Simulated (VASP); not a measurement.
# Ge2S3 (R-3c) in VASP: single point with PBE

Aim: the single point of Ge2S3 with PBE.

Everything below comes from runs of VASP 6.6.1. Logs are shortened: lines on timing, memory, paths and dates and some standing lists are left out, and cuts for length are marked.

### Step 1. The cell of the first run

It takes space group R-3c (No. 167, trigonal). The conventional cell has a = 6.320 Å, b = 6.320 Å, c = 17.617 Å, α = 90.00°, β = 90.00°, γ = 120.00°. Ge (site symmetry 3) has 6 S at 2.50 to 2.62 Å and 1 Ge at 3.40 Å within 3.5 Å. S (site symmetry 2) has 4 Ge at 2.50 to 2.62 Å within 3.3 Å.

### Step 2. Single point, PBE

INCAR reads:

```
PREC = Accurate
ENCUT = 520
EDIFF = 1E-6
ISMEAR = 0
SIGMA = 0.1
LREAL = F
LASPH = T
NELM = 60
ALGO = Fast
ISIF = 2
LWAVE = F
LCHARG = F
GGA = PE
NBANDS = 57
```

KPOINTS reads:

```
Automatic mesh
0
Gamma
  6 6 6
```

POSCAR reads:

```
Ge2S3
1.0
    3.1602223396      1.8245552184      5.8724885768
   -3.1602223396      1.8245552184      5.8724885768
    0.0000000000     -3.6491104369      5.8724885768
Ge S
4 6
Direct
    0.8465276772      0.8465276772      0.8465276772
    0.6534723228      0.6534723228      0.6534723228
    0.1534723228      0.1534723228      0.1534723228
    0.3465276772      0.3465276772      0.3465276772
    0.0648430017      0.4351569983      0.7500000000
    0.7500000000      0.0648430017      0.4351569983
    0.4351569983      0.7500000000      0.0648430017
    0.9351569983      0.5648430017      0.2500000000
    0.2500000000      0.9351569983      0.5648430017
    0.5648430017      0.2500000000      0.9351569983
```

Potentials or basis: VASP PAW PBE potentials, release 64 (Ge_d, S).

Started as:

```console
cat potpaw_PBE.64/Ge_d/POTCAR potpaw_PBE.64/S/POTCAR > POTCAR
mpirun -np 1 vasp_std > vasp.out
```

OUTCAR:

```text
PREC = Accurate
   ENCUT = 520
   EDIFF = 1E-6
   ISMEAR = 0
   LREAL = F
   LASPH = T
   NELM = 60
   ISIF = 2
   GGA = PE

 ion  position               nearest neighbor table
   1  0.847  0.847  0.847-   9 2.50   8 2.50  10 2.50   7 2.62   6 2.62   5 2.62
   2  0.653  0.653  0.653-  10 2.50   8 2.50   9 2.50   6 2.62   7 2.62   5 2.62
   3  0.153  0.153  0.153-   6 2.50   5 2.50   7 2.50  10 2.62   9 2.62   8 2.62
   4  0.347  0.347  0.347-   7 2.50   5 2.50   6 2.50   9 2.62  10 2.62   8 2.62
   5  0.065  0.435  0.750-   3 2.50   4 2.50   1 2.62   2 2.62
   6  0.750  0.065  0.435-   3 2.50   4 2.50   2 2.62   1 2.62
   7  0.435  0.750  0.065-   4 2.50   3 2.50   1 2.62   2 2.62
   8  0.935  0.565  0.250-   1 2.50   2 2.50   3 2.62   4 2.62
   9  0.250  0.935  0.565-   1 2.50   2 2.50   4 2.62   3 2.62
  10  0.565  0.250  0.935-   2 2.50   1 2.50   3 2.62   4 2.62

  LATTYP: Found a trigonal (rhomboedric) cell.
 ALAT       =     6.9139083784
 COS(alpha) =     0.5821522836

  Lattice vectors:

 A1 = (   3.1602223396,   1.8245552184,   5.8724885768)
 A2 = (  -3.1602223396,   1.8245552184,   5.8724885768)
 A3 = (   0.0000000000,  -3.6491104369,   5.8724885768)

Analysis of symmetry for initial positions (statically):
=====================================================================
 Subroutine PRICEL returns:
 Original cell was already a primitive cell.

 Routine SETGRP: Setting up the symmetry group for a
 trigonal (rhombohedral) supercell.

 Subroutine GETGRP returns: Found 12 space group operations
 (whereof  6 operations were pure point group operations)
 out of a pool of 12 trial point group operations.

The static configuration has the point symmetry S_6 .
 The point group associated with its full space group is D_3d.

Analysis of symmetry for dynamics (positions and initial velocities):
=====================================================================
 Subroutine PRICEL returns:
 Original cell was already a primitive cell.

 Routine SETGRP: Setting up the symmetry group for a
 trigonal (rhombohedral) supercell.

 Subroutine GETGRP returns: Found 12 space group operations
 (whereof  6 operations were pure point group operations)
 out of a pool of 12 trial point group operations.

The dynamic configuration has the point symmetry S_6 .
 The point group associated with its full space group is D_3d.

 Subroutine INISYM returns: Found 12 space group operations
 (whereof  6 operations are pure point group operations),
 and found     1 'primitive' translations

----------------------------------------------------------------------------------------

                                     Primitive cell

  volume of cell :     203.1646

  direct lattice vectors                    reciprocal lattice vectors
     3.160222340  1.824555218  5.872488577     0.158216716  0.091346464  0.056761853
    -3.160222340  1.824555218  5.872488577    -0.158216716  0.091346464  0.056761853
     0.000000000 -3.649110437  5.872488577     0.000000000 -0.182692927  0.056761853

  length of vectors
     6.913908378  6.913908378  6.913908378     0.191307641  0.191307641  0.191307641

  position of ions in fractional coordinates (direct lattice)
     0.846527677  0.846527677  0.846527677
     0.653472323  0.653472323  0.653472323
     0.153472323  0.153472323  0.153472323
     0.346527677  0.346527677  0.346527677
     0.064843002  0.435156998  0.750000000
     0.750000000  0.064843002  0.435156998
     0.435156998  0.750000000  0.064843002
     0.935156998  0.564843002  0.250000000
     0.250000000  0.935156998  0.564843002
     0.564843002  0.250000000  0.935156998

  ion indices of the primitive-cell ions
   primitive index   ion index
                 1           1
                 2           2
                 3           3
                 4           4
                 5           5
                 6           6
                 7           7
                 8           8
                 9           9
                10          10

----------------------------------------------------------------------------------------

 KPOINTS: Automatic mesh

Automatic generation of k-mesh.
 Grid dimensions read from file:
 generate k-points for:    6    6    6

 Generating k-lattice:

  Cartesian coordinates                     Fractional coordinates (reciprocal lattice)
     0.026369453  0.015224411  0.009460309     0.166666667  0.000000000  0.000000000
    -0.026369453  0.015224411  0.009460309     0.000000000  0.166666667  0.000000000
     0.000000000 -0.030448821  0.009460309    -0.000000000 -0.000000000  0.166666667

  Length of vectors
     0.031884607  0.031884607  0.031884607

  Shift w.r.t. Gamma in fractional coordinates (k-lattice)
     0.000000000  0.000000000  0.000000000

 Subroutine IBZKPT returns following result:
 ===========================================

 Found     32 irreducible k-points:

 Following reciprocal coordinates:
            Coordinates               Weight
  0.000000  0.000000  0.000000      1.000000
  0.166667  0.000000  0.000000      6.000000
  0.333333  0.000000  0.000000      6.000000
  0.500000  0.000000  0.000000      3.000000
  0.166667  0.166667  0.000000      6.000000
  0.333333  0.166667  0.000000     12.000000
[... 16 lines left out ...]
  0.500000  0.500000  0.166667      6.000000
 -0.333333  0.500000  0.166667     12.000000
 [... further k-points ...]
   k-points           NKPTS =     32   k-points in BZ     NKDIM =     32   number of bands    NBANDS=     57
   number of dos      NEDOS =    301   number of ions     NIONS =     10
   total plane-waves  NPLWV = 157464
   dimension x,y,z NGX =    54 NGY =   54 NGZ =   54
   dimension x,y,z NGXF=   108 NGYF=  108 NGZF=  108
   ions per type =               4   6
   NGX,Y,Z   is equivalent  to a cutoff of  12.98, 12.98, 12.98 a.u.
   NGXF,Y,Z  is equivalent  to a cutoff of  25.97, 25.97, 25.97 a.u.
 SYSTEM =  unknown system
   PREC   = accura    normal or accurate (medium, high low for compatibility)
   ISTART =      0    job   : 0-new  1-cont  2-samecut
   ICHARG =      2    charge: 1-file 2-atom 10-const
   ISPIN  =      1    spin polarized calculation?
   LNONCOLLINEAR =      F non collinear calculations
   LSORBIT =      F    spin-orbit coupling
   LASPH  =      T    aspherical Exc in radial PAW
   ENCUT  =  520.0 eV  38.22 Ry    6.18 a.u.  12.86 12.86 12.86*2*pi/ulx,y,z
   NELM   =     60;   NELMIN=  2; NELMDL= -5     # of ELM steps
   EDIFF  = 0.1E-05   stopping-criterion for ELM
   LREAL  =      F    real-space projection
   EDIFFG = 0.1E-04   stopping-criterion for IOM
   NSW    =      0    number of steps for IOM
   IBRION =     -1    ionic relax: 0-MD 1-quasi-New 2-CG
   NFREE  =      0    steps in history (QN), initial steepest desc. (CG)
   ISIF   =      2    stress and relaxation
   ISYM   =      2    0-nonsym 1-usesym 2-fastsym
   POTIM  = 0.5000    time-step for ionic-motion
   TEBEG  =    0.0;   TEEND  =   0.0 temperature during run
   PSTRESS=    0.0 pullay stress
   NELECT =      92.0000    total number of electrons
   NUPDOWN=      -1.0000    fix difference up-down
   EMIN   =  10.00;   EMAX   =-10.00  energy-range for DOS
   EFERMI =   0.00;   METHOD = LEGACY
   ISMEAR =     0;   SIGMA  =   0.10  broadening in eV -4-tet -1-fermi 0-gaus
   EFERMI_NEDOS =   21; number of points for ismear=-14 and -15
   IALGO  =     68    algorithm
   IMIX   =      4    mixing-type and parameters
     AMIX     =   0.40;   BMIX     =  1.00
     AMIX_MAG =   1.60;   BMIX_MAG =  1.00
  volume/ion in A,a.u.               =      20.32       137.10
  Fermi-wavevector in a.u.,A,eV,Ry     =   1.257153  2.375674 21.503100  1.580433
  Thomas-Fermi vector in A             =   2.390826
   LORBIT       =      0    0 simple, 1 ext, 2 COOP (PROOUT), +10 PAW based schemes
   GGA     = PE    functional components
   LHFCALC =     F    Hartree Fock is set to
   AEXX    =    0.0000 exact exchange contribution
   IVDW    =     0    specifies the selected vdW correction
   LEPSILON=     F    determine dielectric tensor
   LRPA    =     F    only Hartree local field effects (RPA)
 non-spin polarized calculation
 RMM-DIIS sequential band-by-band and
 Gauss-broadening in eV      SIGMA  =   0.10
  energy-cutoff  :      520.00
  volume of cell :      203.16
 maximum number of plane-waves:      5506
 NGX is ok and might be reduce to    54
   NGX = 25   NGY = 25   NGZ = 25

 number of electron      91.9999998 magnetization

 Free energy of the ion-electron system (eV)
  ---------------------------------------------------
  ext. energy  EPLUGINS =         0.00000000
  ---------------------------------------------------
  free energy    TOTEN  =       -43.66113601 eV

  energy without entropy =      -43.63053151  energy(sigma->0) =      -43.64583376

 E-fermi :   4.9879     XC(G=0):  -9.9740

 val. band max:        4.9744162454   @ k =   0.3333   0.1667   0.0000
 cond. band min:       4.9902567327   @ k =  -0.3333   0.1667  -0.0000
 fundamental gap:      0.0158404873
 Fermi energy:         4.9879450253

 k-point     1 :       0.0000    0.0000    0.0000
  band No.  band energies     occupation
      1     -19.9472      2.00000
      2     -19.9472      2.00000
      3     -19.9397      2.00000
      4     -19.9397      2.00000
      5     -19.9381      2.00000
      6     -19.9381      2.00000
[... 49 lines left out ...]
     56      10.3702      0.00000
     57      10.7255      0.00000

 k-point     2 :       0.1667    0.0000    0.0000
  band No.  band energies     occupation
      1     -19.9475      2.00000
      2     -19.9471      2.00000
      3     -19.9409      2.00000
      4     -19.9408      2.00000
      5     -19.9377      2.00000
      6     -19.9374      2.00000
[... 49 lines left out ...]
     56      10.1181      0.00000
     57      10.8550      0.00000

 k-point     3 :       0.3333    0.0000    0.0000
  band No.  band energies     occupation
      1     -19.9473      2.00000
      2     -19.9465      2.00000
      3     -19.9433      2.00000
      4     -19.9431      2.00000
      5     -19.9368      2.00000
      6     -19.9363      2.00000
[... 1194 lines left out ...]
      1     -19.9505      2.00000
      2     -19.9469      2.00000
      3     -19.9421      2.00000
      4     -19.9399      2.00000
      5     -19.9380      2.00000
      6     -19.9376      2.00000
[... 49 lines left out ...]
     56      10.2058      0.00000
     57      10.5574      0.00000

 k-point    24 :      -0.3333    0.5000    0.1667
  band No.  band energies     occupation
      1     -19.9501      2.00000
      2     -19.9478      2.00000
      3     -19.9418      2.00000
      4     -19.9401      2.00000
      5     -19.9384      2.00000
      6     -19.9380      2.00000
[... 49 lines left out ...]
     56      10.0571      0.00000
     57      10.3599      0.00000

 [... further k-points ...]
[... 5 lines left out ...]
  --------------------------------------------------------------------------------------
  -------------------------------------------------------------------------------------
  Total       -0.0649896     -0.0649896     -0.0437714      0.0000000      0.0000000      0.0000000
  in kB       -0.5125148     -0.5125148     -0.3451856      0.0000000      0.0000000      0.0000000
  external PRESSURE =      -0.4567384 kB  Pullay stress =       0.0000000 kB

 VOLUME and BASIS-vectors are now :
 -----------------------------------------------------------------------------
  energy-cutoff  :      520.00
  volume of cell :      203.16
      direct lattice vectors                 reciprocal lattice vectors
     3.160222340  1.824555218  5.872488577     0.158216716  0.091346464  0.056761853
    -3.160222340  1.824555218  5.872488577    -0.158216716  0.091346464  0.056761853
     0.000000000 -3.649110437  5.872488577     0.000000000 -0.182692927  0.056761853

 POSITION                                       TOTAL-FORCE (eV/Angst)
 -----------------------------------------------------------------------------------
      0.00000     -0.00000     14.91367         0.000000     -0.000000      0.000460
      0.00000     -0.00000     11.51253         0.000000      0.000000     -0.000460
      0.00000     -0.00000      2.70379         0.000000      0.000000     -0.000460
      0.00000     -0.00000      6.10494         0.000000     -0.000000      0.000460
     -1.17027     -1.82456      7.34061         0.005835      0.000000     -0.000000
      2.16525     -0.10121      7.34061        -0.002917      0.005053     -0.000000
     -0.99497      1.92577      7.34061        -0.002917     -0.005053     -0.000000
      1.17027      1.82456     10.27686        -0.005835      0.000000      0.000000
     -2.16525      0.10121     10.27686         0.002917     -0.005053     -0.000000
      0.99497     -1.92577     10.27686         0.002917      0.005053     -0.000000
 -----------------------------------------------------------------------------------
    total drift:                               -0.000000      0.000000      0.000000

  FREE ENERGIE OF THE ION-ELECTRON SYSTEM (eV)
  ---------------------------------------------------
  free  energy   TOTEN  =       -43.6611360060 eV

  energy  without entropy=      -43.6305315055  energy(sigma->0) =      -43.64583376
```

Wall time 22 min (1 thread of Oxide Virtual Turin-like, shared host); peak memory 0.53 GiB.

What came out:

- Free energy: -43.6611 eV
- Pressure: 0.0 GPa
- Largest force: 0.006 eV/Å
- Band gap on the k mesh: zero (bands 46 and 47 overlap by 0.35 eV)

Forces in eV/Å, atoms in the order of the input:
```
Ge   0.000  0.000  0.000
Ge   0.000  0.000  0.000
Ge   0.000  0.000  0.000
Ge   0.000  0.000  0.000
S    0.006  0.000  0.000
S   -0.003  0.005  0.000
S   -0.003 -0.005  0.000
S   -0.006  0.000  0.000
S    0.003 -0.005  0.000
S    0.003  0.005  0.000
```

Levels at points of the mesh, in eV from the Fermi level:
```tsv
k point	band 43	band 44	band 45	band 46	band 47	band 48	band 49	band 50
(0.00, 0.00, 0.00)	-1.46	-1.20	-1.20	0.03	0.72	2.16	2.26	2.26
(0.50, 0.00, 0.00)	-1.45	-1.45	-0.29	-0.29	0.07	0.07	3.02	3.02
(0.50, 0.50, 0.00)	-1.54	-1.40	-0.05	0.14	0.17	0.40	2.34	2.51
(0.50, 0.50, 0.50)	-1.37	-1.37	-1.02	-1.02	0.74	0.74	3.44	3.44
```
